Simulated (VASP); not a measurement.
# AlNi (Cmmm) in VASP: a series of runs, part 2 of 2

VASP 6.6.1.

## Step 3: Single point, PBE (strain -0.1125 x Voigt [0, 1, 0, 0, 0, 0])

The input, INCAR:

```
PREC = Accurate
ENCUT = 520
EDIFF = 1E-6
ISMEAR = 0
SIGMA = 0.15
LREAL = F
LASPH = T
NELM = 80
ALGO = Fast
ISIF = 2
LWAVE = F
LCHARG = F
GGA = PE
NBANDS = 14
```

The input, KPOINTS:

```
regular mesh
0
Gamma
  20 20 20
```

The input, POSCAR:

```
AlNi
1.0
    2.0428098070     -1.8129937037      0.0000000000
    2.0428098070      1.8129937037      0.0000000000
    0.0000000000      0.0000000000      2.9011416498
Al Ni
1 1
Direct
    0.0000000000      0.0000000000      0.0000000000
    0.5000000000      0.5000000000      0.5000000000
```

Potentials or basis: VASP PAW PBE potentials, release 64 (Al, Ni).

Command:

```bash
$ cat potpaw_PBE.64/Al/POTCAR potpaw_PBE.64/Ni/POTCAR > POTCAR
$ mpirun -np 1 vasp_std > vasp.out
```

OUTCAR:

```text
PREC = Accurate
   ENCUT = 520
   EDIFF = 1E-6
   ISMEAR = 0
   LREAL = F
   LASPH = T
   NELM = 80
   ISIF = 2
   GGA = PE

 ion  position               nearest neighbor table
   1  0.000  0.000  0.000-   2 2.32   2 2.32   2 2.32   2 2.32   2 2.51   2 2.51   2 2.51   2 2.51

   2  0.500  0.500  0.500-   1 2.32   1 2.32   1 2.32   1 2.32   1 2.51   1 2.51   1 2.51   1 2.51

  LATTYP: Found a base centered orthorhombic cell.
 ALAT       =     3.6259874074
 B/A-ratio  =     1.1267605634
 C/A-ratio  =     0.8000970009

  Lattice vectors:

 A1 = (  -2.0428098070,  -1.8129937037,   0.0000000000)
 A2 = (   2.0428098070,  -1.8129937037,   0.0000000000)
 A3 = (   0.0000000000,   0.0000000000,   2.9011416498)

Analysis of symmetry for initial positions (statically):
=====================================================================
 Subroutine PRICEL returns:
 Original cell was already a primitive cell.

 Routine SETGRP: Setting up the symmetry group for a
 base centered orthorhombic supercell.

 Subroutine GETGRP returns: Found  8 space group operations
 (whereof  8 operations were pure point group operations)
 out of a pool of  8 trial point group operations.

The static configuration has the point symmetry D_2h.

Analysis of symmetry for dynamics (positions and initial velocities):
=====================================================================
 Subroutine PRICEL returns:
 Original cell was already a primitive cell.

 Routine SETGRP: Setting up the symmetry group for a
 base centered orthorhombic supercell.

 Subroutine GETGRP returns: Found  8 space group operations
 (whereof  8 operations were pure point group operations)
 out of a pool of  8 trial point group operations.

The dynamic configuration has the point symmetry D_2h.

 Subroutine INISYM returns: Found  8 space group operations
 (whereof  8 operations are pure point group operations),
 and found     1 'primitive' translations

[... 116 lines left out ...]
  Fermi-wavevector in a.u.,A,eV,Ry     =   1.384570  2.616458 26.082830  1.917034
  Thomas-Fermi vector in A             =   2.509062
   LORBIT       =      0    0 simple, 1 ext, 2 COOP (PROOUT), +10 PAW based schemes
   GGA     = PE    functional components
   LHFCALC =     F    Hartree Fock is set to
   AEXX    =    0.0000 exact exchange contribution
   IVDW    =     0    specifies the selected vdW correction
   LEPSILON=     F    determine dielectric tensor
   LRPA    =     F    only Hartree local field effects (RPA)
 non-spin polarized calculation
 RMM-DIIS sequential band-by-band and
 Gauss-broadening in eV      SIGMA  =   0.15
  energy-cutoff  :      520.00
  volume of cell :       21.49
 maximum number of plane-waves:       600
   NGX = 11   NGY = 11   NGZ = 11

 number of electron      13.0000007 magnetization

 Free energy of the ion-electron system (eV)
  ---------------------------------------------------
  ext. energy  EPLUGINS =         0.00000000
  ---------------------------------------------------
  free energy    TOTEN  =       -10.19155790 eV

  energy without entropy =      -10.18333640  energy(sigma->0) =      -10.18744715

 E-fermi :  11.5243     XC(G=0): -12.5681

 val. band max:       11.5225567704   @ k =  -0.3500   0.3000   0.0500
 cond. band min:      11.5280336491   @ k =  -0.3500   0.1000   0.0500
 fundamental gap:      0.0054768787
 Fermi energy:        11.5243349645

 k-point     1 :       0.0000    0.0000    0.0000
  band No.  band energies     occupation
      1      -0.4307      2.00000
      2       7.6459      2.00000
      3       7.8210      2.00000
      4       9.4740      2.00000
      5       9.7771      2.00000
      6       9.8192      2.00000
      7      15.9111      0.00000
      8      18.1380      0.00000
      9      18.8055      0.00000
     10      19.6148      0.00000
     11      20.3940      0.00000
     12      27.4233      0.00000
     13      33.2548      0.00000
     14      33.3812      0.00000
[... 377 lines left out ...]
      1       2.1624      2.00000
      2       6.6115      2.00000
      3       8.1356      2.00000
      4       8.7814      2.00000
      5       9.2228      2.00000
      6       9.7387      2.00000
      7      11.4945      1.22170
      8      18.5456      0.00000
      9      19.0706      0.00000
     10      21.2636      0.00000
     11      24.8040      0.00000
     12      26.4350      0.00000
     13      26.6583      0.00000
     14      28.8374      0.00000

 [... further k-points ...]
[... 5 lines left out ...]
  --------------------------------------------------------------------------------------
  -------------------------------------------------------------------------------------
  Total        1.3161798      6.1764109      3.4476931      0.0000000      0.0000000      0.0000000
  in kB       98.1301874    460.4936036    257.0490650      0.0000000      0.0000000      0.0000000
  external PRESSURE =     271.8909520 kB  Pullay stress =       0.0000000 kB

 VOLUME and BASIS-vectors are now :
 -----------------------------------------------------------------------------
  energy-cutoff  :      520.00
  volume of cell :       21.49
      direct lattice vectors                 reciprocal lattice vectors
     2.042809807 -1.812993704  0.000000000     0.244760916 -0.275786948  0.000000000
     2.042809807  1.812993704  0.000000000     0.244760916  0.275786948  0.000000000
     0.000000000  0.000000000  2.901141650     0.000000000  0.000000000  0.344691891

 POSITION                                       TOTAL-FORCE (eV/Angst)
 -----------------------------------------------------------------------------------
      0.00000      0.00000      0.00000        -0.000000     -0.000000      0.000000
      2.04281      0.00000      1.45057         0.000000      0.000000      0.000000
 -----------------------------------------------------------------------------------
    total drift:                                0.000000      0.000000      0.000000

  FREE ENERGIE OF THE ION-ELECTRON SYSTEM (eV)
  ---------------------------------------------------
  free  energy   TOTEN  =       -10.1915578980 eV

  energy  without entropy=      -10.1833363986  energy(sigma->0) =      -10.18744715
```

It took 3.6 min on 1 thread of Intel Xeon Platinum 8488C (Sapphire Rapids), shared host; peak memory 0.46 GiB.

Results:

```yaml
Free_energy: -10.1916 eV
Pressure: 27.2 GPa
Band_gap_on_the_k_mesh: zero (an odd number of electrons rules out a gap without spin polarisation)
```

Caveat: the cell differs from its parent crystal (strain -0.1125 x Voigt [0, 1, 0, 0, 0, 0]); the stress differs along the axes, from 10 to 46 GPa.

## Step 4: Single point, PBE (strain -0.0750 x Voigt [0, 1, 0, 0, 0, 0])

The input, INCAR:

```
ALGO = Fast ; EDIFF = 1E-6
ENCUT = 520 ; GGA = PE
ISIF = 2 ; ISMEAR = 0
LASPH = T ; LCHARG = F
LREAL = F ; LWAVE = F
NBANDS = 14 ; NELM = 100
PREC = Accurate ; SIGMA = 0.15
```

The input, KPOINTS:

```
k-points
0
Gamma
  20 20 20
```

The input, POSCAR:

```
AlNi
1.0
    2.0428098070     -1.8895990714      0.0000000000
    2.0428098070      1.8895990714      0.0000000000
    0.0000000000      0.0000000000      2.9011416498
Al Ni
1 1
Direct
    0.0000000000      0.0000000000      0.0000000000
    0.5000000000      0.5000000000      0.5000000000
```

Command:

```bash
$ cat potpaw_PBE.64/Al/POTCAR potpaw_PBE.64/Ni/POTCAR > POTCAR
$ mpirun -np 1 vasp_std > vasp.out
```

Wall time 3.8 min (1 thread of Intel Xeon Platinum 8488C (Sapphire Rapids), shared host); peak memory 0.48 GiB.

Results (log left out):

```yaml
Free_energy: -10.3977 eV
Pressure: 15.6 GPa
Band_gap_on_the_k_mesh: zero (an odd number of electrons rules out a gap without spin polarisation)
```

Stress tensor (GPa, compression positive):
```
 5.33  0.00  0.00
 0.00 27.39  0.00
 0.00  0.00 13.99
```

Levels at points of the mesh, in eV from the Fermi level:
```tsv
k point	band 4	band 5	band 6	band 7	band 8	band 9	band 10	band 11
(0.00, 0.00, 0.00)	-1.84	-1.64	-1.63	4.73	6.15	6.63	8.10	8.57
(0.50, 0.00, 0.00)	-2.64	-2.35	-1.62	-0.57	8.10	9.44	10.87	10.95
(0.50, 0.50, 0.00)	-2.45	-2.38	-2.21	-1.05	1.66	3.36	12.16	14.53
(0.00, 0.00, 0.50)	-2.52	-2.23	-1.56	-0.92	8.44	10.58	11.02	11.73
(0.50, 0.00, 0.50)	-3.04	-2.23	-2.21	-1.16	1.49	2.66	12.81	15.24
(0.50, 0.50, 0.50)	-1.15	-1.03	1.43	1.63	2.63	4.13	4.57	4.85
```

Caveat: the cell differs from its parent crystal (strain -0.0750 x Voigt [0, 1, 0, 0, 0, 0]); the stress differs along the axes, from 5 to 27 GPa.

## Step 5: Summary

```csv
cell,further INCAR settings,gap on the mesh (eV),pressure (GPa)
"a = 2.681, b = 2.681, c = 2.901 Å, angles 90.0, 90.0, 80.7°, 2 atoms",ALGO = Fast; EDIFF = 1e-07; NBANDS = 14,none,40.9
"a = 2.731, b = 2.731, c = 2.901 Å, angles 90.0, 90.0, 83.2°, 2 atoms",ALGO = Fast; EDIFF = 1e-06; NBANDS = 14,none,27.2
"a = 2.783, b = 2.783, c = 2.901 Å, angles 90.0, 90.0, 85.5°, 2 atoms",ALGO = Fast; EDIFF = 1e-06; NBANDS = 14,none,15.6
```

Alike in all rows: task single point; level PBE; potentials or basis VASP PAW PBE potentials, release 64 (Al, Ni); no spin polarisation; k mesh 20 × 20 × 20; cutoff (eV) 520; smearing gaussian 0.15 eV.

Caveats: the stress differs along the axes, from 15 to 67 GPa (at least some runs); the stress differs along the axes, from 10 to 46 GPa (at least some runs); the stress differs along the axes, from 5 to 27 GPa (at least some runs).

Absolute energies hang on the potentials; compare differences alone.
